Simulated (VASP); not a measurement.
# MgS (P6mm) in VASP: further runs

The runs below take MgS through single point, relaxation of cell and atoms, with PBE.

All numbers are computed with VASP 6.6.1; they aren't measurements. Logs are shortened: lines on timing, memory, paths and dates and some standing lists are left out, and cuts for length are marked.

**1. The cell of the first run**

The structure is hexagonal, space group P6mm (No. 183). Conventional cell: a = 3.250 Å, b = 3.250 Å, c = 5.015 Å, α = 90.00°, β = 90.00°, γ = 120.00°. Within 2.6 Å of Mg (site symmetry 6mm) lie 1 S at 1.98 Å. Within 2.6 Å of S (site symmetry 6mm) lie 1 Mg at 1.98 Å.

**2. Single point, PBE**

The input, INCAR:

```
SYSTEM = MgS
PREC = Accurate
ENCUT = 520
EDIFF = 1E-6
ISMEAR = 0
SIGMA = 0.1
LREAL = .FALSE.
LASPH = .TRUE.
NELM = 100
ALGO = Normal
ISIF = 2
LWAVE = .FALSE.
LCHARG = .FALSE.
GGA = PE
NBANDS = 11
```

The input, KPOINTS:

```
Automatic mesh
0
G
  6 6 4
  0 0 0
```

The input, POSCAR:

```
MgS
1.0
    3.2502651300      0.0000000000      0.0000000000
   -1.6251325600      2.8148121700      0.0000000000
    0.0000000000      0.0000000000      5.0148897600
Mg S
1 1
Direct
    0.0000000000      0.0000000000      0.9907626500
    0.0000000000      0.0000000000      0.5954838200
```

Potentials or basis: VASP PAW PBE potentials, release 64 (Mg, S).

Command:

```bash
$ cat potpaw_PBE.64/Mg/POTCAR potpaw_PBE.64/S/POTCAR > POTCAR
$ mpirun -np 1 vasp_std > vasp.out
```

OUTCAR:

```text
SYSTEM = MgS
   PREC = Accurate
   ENCUT = 520
   EDIFF = 1E-6
   ISMEAR = 0
   LREAL = .FALSE.
   LASPH = .TRUE.
   NELM = 100
   ISIF = 2
   GGA = PE

 ion  position               nearest neighbor table
   1  0.000  0.000  0.991-   2 1.98   2 3.03
   2  0.000  0.000  0.595-   1 1.98   1 3.03

  LATTYP: Found a hexagonal cell.
 ALAT       =     3.2502651300
 C/A-ratio  =     1.5429171343

  Lattice vectors:

 A1 = (   3.2502651300,   0.0000000000,   0.0000000000)
 A2 = (  -1.6251325600,   2.8148121700,   0.0000000000)
 A3 = (   0.0000000000,   0.0000000000,   5.0148897600)

Analysis of symmetry for initial positions (statically):
=====================================================================
 Subroutine PRICEL returns:
 Original cell was already a primitive cell.

 Routine SETGRP: Setting up the symmetry group for a
 hexagonal supercell.

 Subroutine GETGRP returns: Found 12 space group operations
 (whereof 12 operations were pure point group operations)
 out of a pool of 24 trial point group operations.

The static configuration has the point symmetry C_6v.

Analysis of symmetry for dynamics (positions and initial velocities):
=====================================================================
 Subroutine PRICEL returns:
 Original cell was already a primitive cell.

 Routine SETGRP: Setting up the symmetry group for a
 hexagonal supercell.

 Subroutine GETGRP returns: Found 12 space group operations
 (whereof 12 operations were pure point group operations)
 out of a pool of 24 trial point group operations.

The dynamic configuration has the point symmetry C_6v.

 Subroutine INISYM returns: Found 12 space group operations
 (whereof 12 operations are pure point group operations),
 and found     1 'primitive' translations

----------------------------------------------------------------------------------------

                                     Primitive cell

  volume of cell :      45.8807

  direct lattice vectors                    reciprocal lattice vectors
     3.250265130  0.000000000  0.000000000     0.307667209  0.177631745  0.000000000
    -1.625132560  2.814812170  0.000000000     0.000000000  0.355263492  0.000000000
     0.000000000  0.000000000  5.014889760     0.000000000  0.000000000  0.199406178

  length of vectors
     3.250265130  3.250265126  5.014889760     0.355263491  0.355263492  0.199406178

  position of ions in fractional coordinates (direct lattice)
     0.000000000  0.000000000  0.990762650
     0.000000000  0.000000000  0.595483820

  ion indices of the primitive-cell ions
   primitive index   ion index
                 1           1
                 2           2

----------------------------------------------------------------------------------------

 KPOINTS: Automatic mesh

Automatic generation of k-mesh.
 Grid dimensions read from file:
 generate k-points for:    6    6    4

 Generating k-lattice:

  Cartesian coordinates                     Fractional coordinates (reciprocal lattice)
     0.051277868  0.029605291  0.000000000     0.166666667 -0.000000000  0.000000000
     0.000000000  0.059210582  0.000000000     0.000000000  0.166666667  0.000000000
     0.000000000  0.000000000  0.049851544     0.000000000  0.000000000  0.250000000

  Length of vectors
     0.059210582  0.059210582  0.049851544

  Shift w.r.t. Gamma in fractional coordinates (k-lattice)
     0.000000000  0.000000000  0.000000000

 Subroutine IBZKPT returns following result:
 ===========================================

 Found     21 irreducible k-points:

 Following reciprocal coordinates:
            Coordinates               Weight
  0.000000  0.000000  0.000000      1.000000
  0.166667  0.000000  0.000000      6.000000
  0.333333  0.000000  0.000000      6.000000
  0.500000 -0.000000  0.000000      3.000000
  0.166667  0.166667  0.000000      6.000000
  0.333333  0.166667  0.000000     12.000000
[... 13 lines left out ...]
  0.333333  0.166667  0.500000     12.000000
  0.333333  0.333333  0.500000      2.000000
   k-points           NKPTS =     21   k-points in BZ     NKDIM =     21   number of bands    NBANDS=     11
   number of dos      NEDOS =    301   number of ions     NIONS =      2
   total plane-waves  NPLWV =  23040
   dimension x,y,z NGX =    24 NGY =   24 NGZ =   40
   dimension x,y,z NGXF=    48 NGYF=   48 NGZF=   80
   ions per type =               1   1
   NGX,Y,Z   is equivalent  to a cutoff of  12.28, 12.28, 13.26 a.u.
   NGXF,Y,Z  is equivalent  to a cutoff of  24.55, 24.55, 26.52 a.u.
 SYSTEM =  MgS
   PREC   = accura    normal or accurate (medium, high low for compatibility)
   ISTART =      0    job   : 0-new  1-cont  2-samecut
   ICHARG =      2    charge: 1-file 2-atom 10-const
   ISPIN  =      1    spin polarized calculation?
   LNONCOLLINEAR =      F non collinear calculations
   LSORBIT =      F    spin-orbit coupling
   LASPH  =      T    aspherical Exc in radial PAW
   ENCUT  =  520.0 eV  38.22 Ry    6.18 a.u.   6.04  6.04  9.32*2*pi/ulx,y,z
   NELM   =    100;   NELMIN=  2; NELMDL= -5     # of ELM steps
   EDIFF  = 0.1E-05   stopping-criterion for ELM
   LREAL  =      F    real-space projection
   EDIFFG = 0.1E-04   stopping-criterion for IOM
   NSW    =      0    number of steps for IOM
   IBRION =     -1    ionic relax: 0-MD 1-quasi-New 2-CG
   NFREE  =      0    steps in history (QN), initial steepest desc. (CG)
   ISIF   =      2    stress and relaxation
   ISYM   =      2    0-nonsym 1-usesym 2-fastsym
   POTIM  = 0.5000    time-step for ionic-motion
   TEBEG  =    0.0;   TEEND  =   0.0 temperature during run
   PSTRESS=    0.0 pullay stress
   NELECT =       8.0000    total number of electrons
   NUPDOWN=      -1.0000    fix difference up-down
   EMIN   =  10.00;   EMAX   =-10.00  energy-range for DOS
   EFERMI =   0.00;   METHOD = LEGACY
   ISMEAR =     0;   SIGMA  =   0.10  broadening in eV -4-tet -1-fermi 0-gaus
   EFERMI_NEDOS =   21; number of points for ismear=-14 and -15
   IALGO  =     38    algorithm
   IMIX   =      4    mixing-type and parameters
     AMIX     =   0.40;   BMIX     =  1.00
     AMIX_MAG =   1.60;   BMIX_MAG =  1.00
  volume/ion in A,a.u.               =      22.94       154.81
  Fermi-wavevector in a.u.,A,eV,Ry     =   0.914594  1.728332 11.381028  0.836482
  Thomas-Fermi vector in A             =   2.039239
   LORBIT       =      0    0 simple, 1 ext, 2 COOP (PROOUT), +10 PAW based schemes
   GGA     = PE    functional components
   LHFCALC =     F    Hartree Fock is set to
   AEXX    =    0.0000 exact exchange contribution
   IVDW    =     0    specifies the selected vdW correction
   LEPSILON=     F    determine dielectric tensor
   LRPA    =     F    only Hartree local field effects (RPA)
 non-spin polarized calculation
 Gauss-broadening in eV      SIGMA  =   0.10
  energy-cutoff  :      520.00
  volume of cell :       45.88
 maximum number of plane-waves:      1260
   NGX = 13   NGY = 13   NGZ = 19

 number of electron       8.0000000 magnetization

 Free energy of the ion-electron system (eV)
  ---------------------------------------------------
  ext. energy  EPLUGINS =         0.00000000
  ---------------------------------------------------
  free energy    TOTEN  =        -4.11026818 eV

  energy without entropy =       -4.09493275  energy(sigma->0) =       -4.10260047

 E-fermi :   2.8350     XC(G=0):  -8.6641

 val. band max:        2.8289043644   @ k =   0.3333   0.0000   0.0000
 cond. band min:       2.8443491923   @ k =   0.3333   0.0000   0.2500
 fundamental gap:      0.0154448279
 Fermi energy:         2.8350053449

 k-point     1 :       0.0000    0.0000    0.0000
  band No.  band energies     occupation
      1     -10.2730      2.00000
      2      -1.3050      2.00000
      3      -0.1935      2.00000
      4       3.7410      0.00000
      5       3.7410      0.00000
      6       9.7909      0.00000
      7      12.1855      0.00000
      8      13.2052      0.00000
      9      13.2052      0.00000
     10      15.3812      0.00000
     11      15.3812      0.00000

 k-point     2 :       0.1667    0.0000    0.0000
  band No.  band energies     occupation
      1      -9.9808      2.00000
      2      -0.9810      2.00000
      3       0.1356      2.00000
      4       2.4140      2.00000
      5       3.4008      0.00000
      6       9.6953      0.00000
      7      10.7096      0.00000
      8      12.2541      0.00000
      9      13.3208      0.00000
     10      14.6610      0.00000
     11      14.9559      0.00000

 k-point     3 :       0.3333    0.0000    0.0000
  band No.  band energies     occupation
      1      -9.2787      2.00000
      2      -0.5644      2.00000
      3      -0.1435      2.00000
      4       2.1866      2.00000
      5       2.8289      1.06876
      6       7.2895      0.00000
      7       8.4145      0.00000
      8      10.3285      0.00000
      9      12.6575      0.00000
     10      13.8682      0.00000
     11      14.1308      0.00000

 k-point     4 :       0.5000   -0.0000    0.0000
  band No.  band energies     occupation
      1      -8.8340      2.00000
      2      -1.4807      2.00000
      3       0.3340      2.00000
      4       2.5814      1.99966
      5       4.3481      0.00000
      6       4.3588      0.00000
      7       7.4143      0.00000
      8       9.5653      0.00000
      9      12.3297      0.00000
     10      13.4925      0.00000
     11      13.7506      0.00000
[... 197 lines left out ...]
 k-point    19 :       0.1667    0.1667    0.5000
  band No.  band energies     occupation
      1      -9.3922      2.00000
      2      -1.8205      2.00000
      3       0.6317      2.00000
      4       2.5035      2.00000
      5       3.4595      0.00000
      6       8.4459      0.00000
      7       8.5747      0.00000
      8      10.2244      0.00000
      9      12.4130      0.00000
     10      13.6682      0.00000
     11      15.0167      0.00000

 k-point    20 :       0.3333    0.1667    0.5000
  band No.  band energies     occupation
      1      -8.7874      2.00000
      2      -0.7735      2.00000
      3      -0.5013      2.00000
      4       1.5773      2.00000
      5       3.2765      0.00000
      6       6.0635      0.00000
      7       8.9146      0.00000
      8      10.9312      0.00000
      9      12.1356      0.00000
     10      12.9651      0.00000
     11      14.0660      0.00000

 k-point    21 :       0.3333    0.3333    0.5000
  band No.  band energies     occupation
      1      -8.5636      2.00000
      2      -0.0994      2.00000
      3      -0.0994      2.00000
      4      -0.0153      2.00000
      5       4.2159      0.00000
      6       4.2159      0.00000
      7       8.5270      0.00000
      8      12.7079      0.00000
      9      12.9852      0.00000
     10      12.9852      0.00000
     11      13.9660      0.00000

------------------------ aborting loop because EDIFF is reached ----------------------------------------

  FORCE on cell =-STRESS in cart. coord.  units (eV):
  Direction    XX          YY          ZZ          XY          YZ          ZX
  --------------------------------------------------------------------------------------
  -------------------------------------------------------------------------------------
  Total        1.0401264      1.0401264      8.4527335      0.0000000      0.0000000     -0.0000000
  in kB       36.3217785     36.3217784    295.1740412      0.0000001      0.0000000     -0.0000000
  external PRESSURE =     122.6058660 kB  Pullay stress =       0.0000000 kB

 VOLUME and BASIS-vectors are now :
 -----------------------------------------------------------------------------
  energy-cutoff  :      520.00
  volume of cell :       45.88
      direct lattice vectors                 reciprocal lattice vectors
     3.250265130  0.000000000  0.000000000     0.307667209  0.177631745  0.000000000
    -1.625132560  2.814812170  0.000000000     0.000000000  0.355263492  0.000000000
     0.000000000  0.000000000  5.014889760     0.000000000  0.000000000  0.199406178

 POSITION                                       TOTAL-FORCE (eV/Angst)
 -----------------------------------------------------------------------------------
      0.00000      0.00000      4.96857         0.000000      0.000000      5.949655
      0.00000      0.00000      2.98629        -0.000000     -0.000000     -5.949655
 -----------------------------------------------------------------------------------
    total drift:                                0.000000      0.000000      0.000564

  FREE ENERGIE OF THE ION-ELECTRON SYSTEM (eV)
  ---------------------------------------------------
  free  energy   TOTEN  =        -4.1102681789 eV

  energy  without entropy=       -4.0949327528  energy(sigma->0) =       -4.10260047
```

It took 6.9 s on 1 thread of Intel Xeon Platinum 8488C (Sapphire Rapids), shared host; peak memory 0.16 GiB.

Results:

* Free energy: -4.1103 eV
* Pressure: 12.3 GPa
* Largest force: 5.950 eV/Å
* Band gap on the k mesh: zero (band 4 reaches 3.75 eV, above the bottom of band 5 at 2.43 eV)

Forces in eV/Å, atoms in the order of the input:
```
Mg   0.000  0.000  5.950
S    0.000  0.000 -5.950
```

Caveat: the k points lie up to 0.37 Å⁻¹ apart; forces of over 1 eV/Å act on the atoms, so gaps and moduli don't describe the material at rest.

**3. Relaxation of cell and atoms, PBE**

The input, INCAR:

```
ALGO = Normal
EDIFF = 1E-7
EDIFFG = -0.04
ENCUT = 600
GGA = PE
IBRION = 2
ISIF = 3
ISMEAR = 0
LASPH = True
LCHARG = False
LREAL = False
LWAVE = False
NELM = 60
NSW = 90
PREC = Accurate
SIGMA = 0.1
```

The input, KPOINTS:

```
k-points
0
Gamma
  6 6 4
```

POSCAR is that of step 2.

Potentials or basis: VASP PAW PBE potentials, release 64 (Mg, S).

Command:

```bash
$ cat potpaw_PBE.64/Mg/POTCAR potpaw_PBE.64/S/POTCAR > POTCAR
$ mpirun -np 1 vasp_std > vasp.out
```

It took 3.4 min on 1 thread of Intel Xeon Platinum 8488C (Sapphire Rapids), shared host; peak memory 0.18 GiB.

Results (log left out):

* Free energy: -6.3178 eV
* Relaxed volume: 53.81 Å³/atom
* Relaxed cell: a = 5.286 Å, b = 5.286 Å, c = 4.447 Å, α = 90.00°, β = 90.00°, γ = 120.00°
* Space group after relaxing (to 0.05 Å): P6/mmm (No. 191)
* Energy gained by relaxing: 1103.6 meV/atom
* Ionic steps: 29
* Pressure after relaxing: -0.1 GPa
* Largest force after relaxing: 0.035 eV/Å
* Band gap on the k mesh: 1.82 eV, indirect (least direct gap 2.07 eV)

Forces on the atoms (eV/Å):
```
Mg   0.000  0.000  0.035
S    0.000  0.000 -0.035
```

The path:
| step | energy change (eV) | largest force (eV/Å) | pressure (GPa) | volume (Å³) |
| --- | --- | --- | --- | --- |
| 1 | 0.0000 | 5.9488 | 12.28 | 45.88 |
| 2 | -0.3504 | 0.0868 | -7.47 | 58.06 |
| 3 | -0.4647 | 0.0295 | -7.25 | 56.22 |
| 4 | -0.5753 | 0.0839 | -6.82 | 54.58 |
| 5 | -0.8141 | 0.4513 | -3.38 | 50.16 |
| 6 | -0.7997 | 1.1936 | -0.90 | 48.77 |
| 7 | -0.8196 | 0.6340 | -2.73 | 49.72 |
| 8 | -0.8197 | 0.6937 | -2.52 | 49.60 |
| 9 | -0.9330 | 0.8738 | -1.42 | 47.46 |
| 10 | -1.0916 | 0.2533 | 7.53 | 41.26 |
| 11 | -1.0863 | 0.8439 | 3.23 | 43.33 |
| 12 | -1.1031 | 0.6462 | 4.95 | 42.34 |
| 13 | -1.1582 | 0.0278 | 5.90 | 42.67 |
| 14 | -1.1648 | 0.6143 | 6.78 | 42.87 |
| 15 | -1.2406 | 0.9594 | 5.23 | 45.34 |
| 16 | -1.4033 | 1.9060 | 2.18 | 53.19 |
| 17 | -1.3100 | 4.1859 | 1.33 | 70.94 |
| 18 | -1.4369 | 2.9057 | 1.12 | 61.17 |
| 19 | -1.5249 | 2.7599 | 0.54 | 63.64 |
| 20 | -1.7480 | 2.3470 | -0.49 | 71.33 |
| 21 | -2.0486 | 1.4727 | -1.06 | 87.89 |
| 22 | -2.1474 | 0.7497 | -0.61 | 125.46 |
| 23 | -2.1917 | 0.3499 | -0.88 | 108.39 |
| 24 | -2.1944 | 0.2107 | -0.84 | 110.70 |
| 25 | -2.2060 | 0.1142 | 0.07 | 107.91 |
| 26 | -2.2062 | 0.1265 | -0.04 | 108.21 |
| 27 | -2.2069 | 0.0175 | -0.05 | 107.97 |
| 28 | -2.2070 | 0.0435 | -0.06 | 107.83 |
| 29 | -2.2072 | 0.0346 | -0.10 | 107.62 |

Final structure:
```xyz
2
Lattice="5.2864 0.0000 0.0000 -2.6432 4.5782 0.0000 0.0000 0.0000 4.4466" Properties=species:S:1:pos:R:3 pbc="T T T"
Mg    0.0000    0.0000    0.1909
S     0.0000    0.0000    2.4159
```

Levels at points of the mesh, in eV from the valence-band top:
| k point | band 1 | band 2 | band 3 | band 4 | band 5 | band 6 | band 7 | band 8 |
| --- | --- | --- | --- | --- | --- | --- | --- | --- |
| (0.00, 0.00, 0.00) | -10.58 | -1.80 | -0.25 | -0.25 | 1.82 | 6.24 | 7.61 | 7.61 |
| (0.50, 0.00, 0.00) | -10.55 | -1.77 | -0.78 | -0.36 | 2.96 | 5.22 | 6.10 | 7.37 |
| (0.00, 0.00, 0.50) | -10.35 | -3.24 | 0.00 | 0.00 | 4.22 | 5.54 | 5.54 | 5.80 |
| (0.50, 0.00, 0.50) | -10.33 | -3.13 | -0.35 | -0.08 | 3.50 | 5.06 | 5.61 | 7.35 |

Caveat: the volume moved by over 15 % at a fixed basis, so the end points are rough.
